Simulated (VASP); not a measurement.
Here is a VASP 6.6.1 calculation.

Contents of INCAR:

```
ALGO = Normal
EDIFF = 1E-8
ENCUT = 600
GGA = PS
GGA_COMPAT = False
IBRION = 8
ISIF = 2
ISMEAR = 0
LASPH = True
LCHARG = True
LREAL = False
LWAVE = False
NBANDS = 11
NELM = 120
NSW = 1
PREC = Accurate
SIGMA = 0.01
```

Contents of KPOINTS:

```
k-points
0
Gamma
  10 10 10
```

The input POSCAR:

```
Be2C
1.0
    2.1418602377      2.1418602377      0.0000000000
   -2.1418602377      2.1418602377      0.0000000000
    0.0000000000      2.1418602377      2.1418602377
Be C
2 1
Direct
    0.2500000000      0.7500000000      0.5000000000
    0.7500000000      0.2500000000      0.5000000000
    0.0000000000      0.0000000000      0.0000000000
```

Potentials or basis: VASP PAW PBE potentials, release 64 (Be, C).

Launch:

```console
$ cat potpaw_PBE.64/Be/POTCAR potpaw_PBE.64/C/POTCAR > POTCAR
$ mpirun -np 1 vasp_std > vasp.out
```

Problem. Estimate the highest phonon frequency at Γ.

Solution. 727 cm⁻¹.

Phonon frequencies in cm⁻¹ (negative: imaginary):
```
              q point                    frequencies
(0.000, 0.000, 0.000)  0 0 0 679 679 679 727 727 727
```

Caveat: the cell stands under pressure or tension, which shifts response properties.
